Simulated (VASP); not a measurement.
Write the native input for VASP 6.6.1 that does the following.

| Item | Value |
| --- | --- |
| Task | relaxation of cell and atoms |
| Functional | PBE |
| Potentials or basis | VASP PAW PBE potentials, release 64 (Zn, Se) |
| Cutoff | 500 eV |
| k mesh | 5 × 5 × 5 |
| Occupations | fermi-dirac, width 0.1 eV |
| Spin | no spin polarisation |
| Dipole correction | no |
| Further INCAR settings | ALGO = Normal; EDIFF = 1e-07; IBRION = 2; EDIFFG = -0.01; NSW = 60; ISIF = 3 |

The structure of ZnSe lies in POSCAR:

```
ZnSe
1.0
    3.5817050000      0.0000000000      0.0000000000
    0.0000000000      3.5817050000      0.0000000000
    0.0000000000      0.0000000000      3.5817050000
Zn Se
1 1
Direct
    0.5000000000      0.5000000000      0.5000000000
    0.0000000000      0.0000000000      0.0000000000
```

These files were run (other wordings do the same):

INCAR

```
SYSTEM = ZnSe
PREC = Accurate
ENCUT = 500
EDIFF = 1E-7
ISMEAR = -1
SIGMA = 0.1
LREAL = .False.
LASPH = .True.
NELM = 120
ALGO = Normal
ISIF = 3
LWAVE = .False.
LCHARG = .False.
GGA = PE
IBRION = 2
NSW = 60
EDIFFG = -0.01
GGA_COMPAT = .False.
NELMIN = 4
```

KPOINTS

```
regular mesh
0
Gamma
  5 5 5
  0 0 0
```

Potentials or basis: VASP PAW PBE potentials, release 64 (Zn, Se).

The run is started by

```sh
$ cat potpaw_PBE.64/Zn/POTCAR potpaw_PBE.64/Se/POTCAR > POTCAR
$ mpirun -np 1 vasp_std > vasp.out
```

Results of the run:

```
Relaxed volume                         : 18.62 Å³/atom
Relaxed cell                           : a = 3.340 Å, b = 3.340 Å, c = 3.340 Å, α = 90.00°, β = 90.00°, γ = 90.00°
Space group after relaxing (to 0.05 Å) : Pm-3m (No. 221)
Energy gained by relaxing              : 135.8 meV/atom
Ionic steps                            : 5
Pressure after relaxing                : 0.0 GPa
Band gap on the k mesh                 : zero (band 9 reaches 4.12 eV, above the bottom of band 10 at 2.73 eV)
```

Caveat: the volume moved by over 15 % at a fixed basis, so the end points are rough.

Run time: 15 s on 1 thread of Intel(R) Xeon(R) 6975P-C (Granite Rapids) (shared host), peak memory 0.15 GiB.
